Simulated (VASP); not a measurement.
# CdS (R3m) in VASP: a series of runs

Runs on CdS. Level: PBEsol. Tasks: electric field gradients.

Program: VASP 6.6.1. These are calculated values, not measurements. Logs are shortened: lines on timing, memory, paths and dates and some standing lists are left out, and cuts for length are marked.

**1. The cell of the first run**

Symmetry: R3m, No. 160, trigonal system. Conventional cell: a = 4.224 Å, b = 4.224 Å, c = 9.889 Å, α = 90.00°, β = 90.00°, γ = 120.00°. Within 3.3 Å of Cd (site symmetry 3m) lie 4 S at 2.47 to 2.57 Å. Within 3.3 Å of S (site symmetry 3m) lie 4 Cd at 2.47 to 2.57 Å.

**2. Electric field gradients, PBEsol (equal xy, yz and zx shear strains of -3 %)**

INCAR reads:

```
SYSTEM = CdS
  PREC = Accurate
  ENCUT = 520
  EDIFF = 1E-8
  ISMEAR = -1
  SIGMA = 0.02
  LREAL = .FALSE.
  LASPH = .TRUE.
  NELM = 80
  ALGO = Normal
  ISIF = 2
  LWAVE = .FALSE.
  LCHARG = .FALSE.
  GGA = PS
  LEFG = .TRUE.
  NBANDS = 16
```

KPOINTS reads:

```
regular mesh
0
G
  7 7 7
  0 0 0
```

POSCAR reads:

```
CdS
1.0
   -0.0882886040      2.8988091629      2.8988091629
    2.8988091629     -0.0882886040      2.8988091629
    2.8988091629      2.8988091629     -0.0882886040
Cd S
1 1
Direct
    0.0000000000      0.0000000000      0.0000000000
    0.7500000000      0.7500000000      0.7500000000
```

Potentials or basis: VASP PAW PBE potentials, release 64 (Cd, S).

Run with:

```console
> cat potpaw_PBE.64/Cd/POTCAR potpaw_PBE.64/S/POTCAR > POTCAR
> mpirun -np 1 vasp_std > vasp.out
```

OUTCAR:

```text
SYSTEM = CdS
   PREC = Accurate
   ENCUT = 520
   EDIFF = 1E-8
   ISMEAR = -1
   LREAL = .FALSE.
   LASPH = .TRUE.
   NELM = 80
   ISIF = 2
   GGA = PS

 ion  position               nearest neighbor table
   1  0.000  0.000  0.000-   2 2.47   2 2.57   2 2.57   2 2.57
   2  0.750  0.750  0.750-   1 2.47   1 2.57   1 2.57   1 2.57

  LATTYP: Found a trigonal (rhomboedric) cell.
 ALAT       =     4.1004858253
 COS(alpha) =     0.4693254694

  Lattice vectors:

 A1 = (  -0.0882886040,   2.8988091629,   2.8988091629)
 A2 = (   2.8988091629,  -0.0882886040,   2.8988091629)
 A3 = (   2.8988091629,   2.8988091629,  -0.0882886040)

Analysis of symmetry for initial positions (statically):
=====================================================================
 Subroutine PRICEL returns:
 Original cell was already a primitive cell.

 Routine SETGRP: Setting up the symmetry group for a
 trigonal (rhombohedral) supercell.

 Subroutine GETGRP returns: Found  6 space group operations
 (whereof  6 operations were pure point group operations)
 out of a pool of 12 trial point group operations.

The static configuration has the point symmetry C_3v.

Analysis of symmetry for dynamics (positions and initial velocities):
=====================================================================
 Subroutine PRICEL returns:
 Original cell was already a primitive cell.

 Routine SETGRP: Setting up the symmetry group for a
 trigonal (rhombohedral) supercell.

 Subroutine GETGRP returns: Found  6 space group operations
 (whereof  6 operations were pure point group operations)
 out of a pool of 12 trial point group operations.

The dynamic configuration has the point symmetry C_3v.

 Subroutine INISYM returns: Found  6 space group operations
 (whereof  6 operations are pure point group operations),
 and found     1 'primitive' translations

----------------------------------------------------------------------------------------

                                     Primitive cell

  volume of cell :      50.9429

  direct lattice vectors                    reciprocal lattice vectors
    -0.088288604  2.898809163  2.898809163    -0.164798102  0.169975005  0.169975005
     2.898809163 -0.088288604  2.898809163     0.169975005 -0.164798102  0.169975005
     2.898809163  2.898809163 -0.088288604     0.169975005  0.169975005 -0.164798102

  length of vectors
     4.100485825  4.100485825  4.100485825     0.291447112  0.291447112  0.291447112

  position of ions in fractional coordinates (direct lattice)
     0.000000000  0.000000000  0.000000000
     0.750000000  0.750000000  0.750000000

  ion indices of the primitive-cell ions
   primitive index   ion index
                 1           1
                 2           2

----------------------------------------------------------------------------------------

 KPOINTS: regular mesh

Automatic generation of k-mesh.
 Grid dimensions read from file:
 generate k-points for:    7    7    7

 Generating k-lattice:

  Cartesian coordinates                     Fractional coordinates (reciprocal lattice)
    -0.023542586  0.024282144  0.024282144     0.142857143 -0.000000000 -0.000000000
     0.024282144 -0.023542586  0.024282144    -0.000000000  0.142857143 -0.000000000
     0.024282144  0.024282144 -0.023542586    -0.000000000 -0.000000000  0.142857143

  Length of vectors
     0.041635302  0.041635302  0.041635302

  Shift w.r.t. Gamma in fractional coordinates (k-lattice)
     0.000000000  0.000000000  0.000000000

 Subroutine IBZKPT returns following result:
 ===========================================

 Found     44 irreducible k-points:

 Following reciprocal coordinates:
            Coordinates               Weight
  0.000000  0.000000  0.000000      1.000000
  0.142857  0.000000 -0.000000      6.000000
  0.285714 -0.000000 -0.000000      6.000000
  0.428571 -0.000000 -0.000000      6.000000
  0.142857  0.142857  0.000000      6.000000
  0.285714  0.142857  0.000000     12.000000
[... 16 lines left out ...]
  0.285714  0.285714  0.142857      6.000000
  0.428571  0.285714  0.142857     12.000000
 [... further k-points ...]
   k-points           NKPTS =     44   k-points in BZ     NKDIM =     44   number of bands    NBANDS=     16
   number of dos      NEDOS =    301   number of ions     NIONS =      2
   total plane-waves  NPLWV =  27000
   dimension x,y,z NGX =    30 NGY =   30 NGZ =   30
   dimension x,y,z NGXF=    60 NGYF=   60 NGZF=   60
   ions per type =               1   1
   NGX,Y,Z   is equivalent  to a cutoff of  12.16, 12.16, 12.16 a.u.
   NGXF,Y,Z  is equivalent  to a cutoff of  24.33, 24.33, 24.33 a.u.
 SYSTEM =  CdS
   PREC   = accura    normal or accurate (medium, high low for compatibility)
   ISTART =      0    job   : 0-new  1-cont  2-samecut
   ICHARG =      2    charge: 1-file 2-atom 10-const
   ISPIN  =      1    spin polarized calculation?
   LNONCOLLINEAR =      F non collinear calculations
   LSORBIT =      F    spin-orbit coupling
   LASPH  =      T    aspherical Exc in radial PAW
   ENCUT  =  520.0 eV  38.22 Ry    6.18 a.u.   7.62  7.62  7.62*2*pi/ulx,y,z
   NELM   =     80;   NELMIN=  2; NELMDL= -5     # of ELM steps
   EDIFF  = 0.1E-07   stopping-criterion for ELM
   LREAL  =      F    real-space projection
   EDIFFG = 0.1E-06   stopping-criterion for IOM
   NSW    =      0    number of steps for IOM
   IBRION =     -1    ionic relax: 0-MD 1-quasi-New 2-CG
   NFREE  =      0    steps in history (QN), initial steepest desc. (CG)
   ISIF   =      2    stress and relaxation
   ISYM   =      2    0-nonsym 1-usesym 2-fastsym
   POTIM  = 0.5000    time-step for ionic-motion
   TEBEG  =    0.0;   TEEND  =   0.0 temperature during run
   PSTRESS=    0.0 pullay stress
   NELECT =      18.0000    total number of electrons
   NUPDOWN=      -1.0000    fix difference up-down
   EMIN   =  10.00;   EMAX   =-10.00  energy-range for DOS
   EFERMI =   0.00;   METHOD = LEGACY
   ISMEAR =    -1;   SIGMA  =   0.02  broadening in eV -4-tet -1-fermi 0-gaus
   EFERMI_NEDOS =   21; number of points for ismear=-14 and -15
   IALGO  =     38    algorithm
   IMIX   =      4    mixing-type and parameters
     AMIX     =   0.40;   BMIX     =  1.00
     AMIX_MAG =   1.60;   BMIX_MAG =  1.00
  volume/ion in A,a.u.               =      25.47       171.89
  Fermi-wavevector in a.u.,A,eV,Ry     =   1.157367  2.187106 18.224974  1.339498
  Thomas-Fermi vector in A             =   2.293979
   LORBIT       =      0    0 simple, 1 ext, 2 COOP (PROOUT), +10 PAW based schemes
   GGA     = PS    functional components
   LHFCALC =     F    Hartree Fock is set to
   AEXX    =    0.0000 exact exchange contribution
   IVDW    =     0    specifies the selected vdW correction
   LEPSILON=     F    determine dielectric tensor
   LRPA    =     F    only Hartree local field effects (RPA)
 non-spin polarized calculation
  energy-cutoff  :      520.00
  volume of cell :       50.94
 maximum number of plane-waves:      1386
   NGX = 15   NGY = 15   NGZ = 15

 number of electron      17.9999994 magnetization

 Free energy of the ion-electron system (eV)
  ---------------------------------------------------
  ext. energy  EPLUGINS =         0.00000000
  ---------------------------------------------------
  free energy    TOTEN  =        -6.78540521 eV

  energy without entropy =       -6.78540521  energy(sigma->0) =       -6.78540521

 E-fermi :   1.4286     XC(G=0):  -9.2535

 val. band max:        1.0552902058   @ k =   0.0000   0.0000   0.0000
 cond. band min:       1.9411065308   @ k =   0.0000   0.0000   0.0000
 fundamental gap:      0.8858163249
 Fermi energy:         1.4286299862

 k-point     1 :       0.0000    0.0000    0.0000
  band No.  band energies     occupation
      1     -11.2417      2.00000
      2      -6.6850      2.00000
      3      -6.6350      2.00000
      4      -6.6350      2.00000
      5      -6.1965      2.00000
      6      -6.1965      2.00000
[... 8 lines left out ...]
     15      12.4087      0.00000
     16      12.4087      0.00000
[... 419 lines left out ...]
 k-point    24 :       0.4286    0.2857    0.1429
  band No.  band energies     occupation
      1     -10.8572      2.00000
      2      -6.4930      2.00000
      3      -6.4774      2.00000
      4      -6.3143      2.00000
      5      -6.1707      2.00000
      6      -6.0678      2.00000
[... 8 lines left out ...]
     15      13.4083      0.00000
     16      14.7514      0.00000

 [... further k-points ...]

------------------------ aborting loop because EDIFF is reached ----------------------------------------

  FORCE on cell =-STRESS in cart. coord.  units (eV):
  Direction    XX          YY          ZZ          XY          YZ          ZX
  --------------------------------------------------------------------------------------
  -------------------------------------------------------------------------------------
  Total       -0.3832294     -0.3832294     -0.3832294      0.5019037      0.5019037      0.5019037
  in kB      -12.0527299    -12.0527299    -12.0527299     15.7850882     15.7850882     15.7850882
  external PRESSURE =     -12.0527299 kB  Pullay stress =       0.0000000 kB

 VOLUME and BASIS-vectors are now :
 -----------------------------------------------------------------------------
  energy-cutoff  :      520.00
  volume of cell :       50.94
      direct lattice vectors                 reciprocal lattice vectors
    -0.088288604  2.898809163  2.898809163    -0.164798102  0.169975005  0.169975005
     2.898809163 -0.088288604  2.898809163     0.169975005 -0.164798102  0.169975005
     2.898809163  2.898809163 -0.088288604     0.169975005  0.169975005 -0.164798102

 POSITION                                       TOTAL-FORCE (eV/Angst)
 -----------------------------------------------------------------------------------
      0.00000      0.00000      0.00000         0.201588      0.201588      0.201588
      4.28200      4.28200      4.28200        -0.201588     -0.201588     -0.201588
 -----------------------------------------------------------------------------------
    total drift:                               -0.000048     -0.000048     -0.000047

  FREE ENERGIE OF THE ION-ELECTRON SYSTEM (eV)
  ---------------------------------------------------
  free  energy   TOTEN  =        -6.7854052076 eV

  energy  without entropy=       -6.7854052076  energy(sigma->0) =       -6.78540521

 Electric field gradients (V/A^2)
---------------------------------------------------------------------
 ion       V_xx      V_yy      V_zz      V_xy      V_xz      V_yz
---------------------------------------------------------------------
   1      -0.000    -0.000     0.000   -17.216   -17.216   -17.216
   2      -0.000     0.000     0.000    -3.178    -3.178    -3.178
---------------------------------------------------------------------

 Electric field gradients after diagonalization (V/A^2)
 (convention: |V_zz| > |V_xx| > |V_yy|)
----------------------------------------------------------------------
 ion       V_xx      V_yy      V_zz     asymmetry (V_yy - V_xx)/ V_zz
----------------------------------------------------------------------
   1      17.216    17.216   -34.432       0.000
   2       3.178     3.178    -6.356       0.000
----------------------------------------------------------------------

           NMR quadrupolar parameters

 Cq : quadrupolar parameter    Cq=e*Q*V_zz/h
 eta: asymmetry parameters     (V_yy - V_xx)/ V_zz
 Q  : nuclear electric quadrupole moment in mb (millibarn)
----------------------------------------------------------------------
 ion       Cq(MHz)       eta       Q (mb)
----------------------------------------------------------------------
   1      -0.083       0.000       1.000
   2      -0.015       0.000       1.000
----------------------------------------------------------------------
```

It took 31 s on 1 thread of Intel Xeon Platinum 8375C at 2.90GHz (Ice Lake), shared host; peak memory 0.19 GiB.

Results:

- Free energy: -6.7854 eV
- Pressure: -1.2 GPa
- Largest force: 0.349 eV/Å
- Band gap on the k mesh: 0.89 eV, direct

Forces in eV/Å, atoms in the order of the input:
```
Cd   0.202  0.202  0.202
S   -0.202 -0.202 -0.202
```

Electric field gradients, principal values (V/Å²):
```csv
atom,least,middle,greatest (by size)
1 Cd,17.216,17.216,-34.432
2 S,3.178,3.178,-6.356
```

Caveat: the cell differs from its parent crystal (equal xy, yz and zx shear strains of -3 %); without QUAD_EFG the Cq values of the log hold for a quadrupole moment of 1 mb, not for the nuclei; the PAW data sets were made with another functional, which shifts forces and pressure a little.

**3. Electric field gradients, PBEsol (equal xy, yz and zx shear strains of -1 %)**

INCAR reads:

```
SYSTEM = CdS
PREC = Accurate
ENCUT = 520
EDIFF = 1E-8
ISMEAR = -1
SIGMA = 0.02
LREAL = .FALSE.
LASPH = .TRUE.
NELM = 60
ALGO = Normal
ISIF = 2
LWAVE = .FALSE.
LCHARG = .FALSE.
GGA = PS
LEFG = .TRUE.
NBANDS = 16
```

KPOINTS reads:

```
Automatic mesh
0
G
  7 7 7
  0 0 0
```

POSCAR reads:

```
CdS
1.0
   -0.0294295346      2.9282386976      2.9282386976
    2.9282386976     -0.0294295346      2.9282386976
    2.9282386976      2.9282386976     -0.0294295346
Cd S
1 1
Direct
    0.0000000000      0.0000000000      0.0000000000
    0.7500000000      0.7500000000      0.7500000000
```

Potentials or basis: VASP PAW PBE potentials, release 64 (Cd, S).

Run with:

```console
> cat potpaw_PBE.64/Cd/POTCAR potpaw_PBE.64/S/POTCAR > POTCAR
> mpirun -np 1 vasp_std > vasp.out
```

OUTCAR:

```text
SYSTEM = CdS
   PREC = Accurate
   ENCUT = 520
   EDIFF = 1E-8
   ISMEAR = -1
   LREAL = .FALSE.
   LASPH = .TRUE.
   NELM = 60
   ISIF = 2
   GGA = PS

 ion  position               nearest neighbor table
   1  0.000  0.000  0.000-   2 2.52   2 2.56   2 2.56   2 2.56
   2  0.750  0.750  0.750-   1 2.52   1 2.56   1 2.56   1 2.56

  LATTYP: Found a trigonal (rhomboedric) cell.
 ALAT       =     4.1412594507
 COS(alpha) =     0.4899250057

  Lattice vectors:

[... 667 lines left out ...]

  FREE ENERGIE OF THE ION-ELECTRON SYSTEM (eV)
  ---------------------------------------------------
  free  energy   TOTEN  =        -6.8049740300 eV

  energy  without entropy=       -6.8049740300  energy(sigma->0) =       -6.80497403

 Electric field gradients (V/A^2)
---------------------------------------------------------------------
 ion       V_xx      V_yy      V_zz      V_xy      V_xz      V_yz
---------------------------------------------------------------------
   1       0.000     0.000     0.000    -5.631    -5.631    -5.631
   2       0.000     0.000     0.000    -1.081    -1.081    -1.081
---------------------------------------------------------------------

 Electric field gradients after diagonalization (V/A^2)
 (convention: |V_zz| > |V_xx| > |V_yy|)
----------------------------------------------------------------------
 ion       V_xx      V_yy      V_zz     asymmetry (V_yy - V_xx)/ V_zz
----------------------------------------------------------------------
   1       5.631     5.631   -11.263       0.000
   2       1.081     1.081    -2.162       0.000
----------------------------------------------------------------------

           NMR quadrupolar parameters

 Cq : quadrupolar parameter    Cq=e*Q*V_zz/h
 eta: asymmetry parameters     (V_yy - V_xx)/ V_zz
 Q  : nuclear electric quadrupole moment in mb (millibarn)
----------------------------------------------------------------------
 ion       Cq(MHz)       eta       Q (mb)
----------------------------------------------------------------------
   1      -0.027       0.000       1.000
   2      -0.005       0.000       1.000
----------------------------------------------------------------------
```

Wall time 26 s (1 thread of Intel Xeon Platinum 8375C at 2.90GHz (Ice Lake), shared host); peak memory 0.19 GiB.

What came out:

```
Free energy            : -6.8050 eV
Pressure               : -1.4 GPa
Largest force          : 0.102 eV/Å
Band gap on the k mesh : 0.92 eV, direct
```

Forces in eV/Å, atoms in the order of the input:
```
Cd   0.059  0.059  0.059
S   -0.059 -0.059 -0.059
```

Stress tensor (GPa, compression positive):
```
-1.42  0.50  0.50
 0.50 -1.42  0.50
 0.50  0.50 -1.42
```

Levels at points of the mesh, in eV from the valence-band top:
```csv
k point,band 7,band 8,band 9,band 10,band 11,band 12
"(0.00, 0.00, 0.00)",-0.04,-0.04,0.00,0.92,6.36,6.36
```

Electric field gradients, principal values (V/Å²):
| atom | least | middle | greatest (by size) |
| --- | --- | --- | --- |
| 1 Cd | 5.631 | 5.631 | -11.263 |
| 2 S | 1.081 | 1.081 | -2.162 |

Caveat: the cell differs from its parent crystal (equal xy, yz and zx shear strains of -1 %); without QUAD_EFG the Cq values of the log hold for a quadrupole moment of 1 mb, not for the nuclei; the PAW data sets were made with another functional, which shifts forces and pressure a little.

(Part 1 of 2 ends here.)
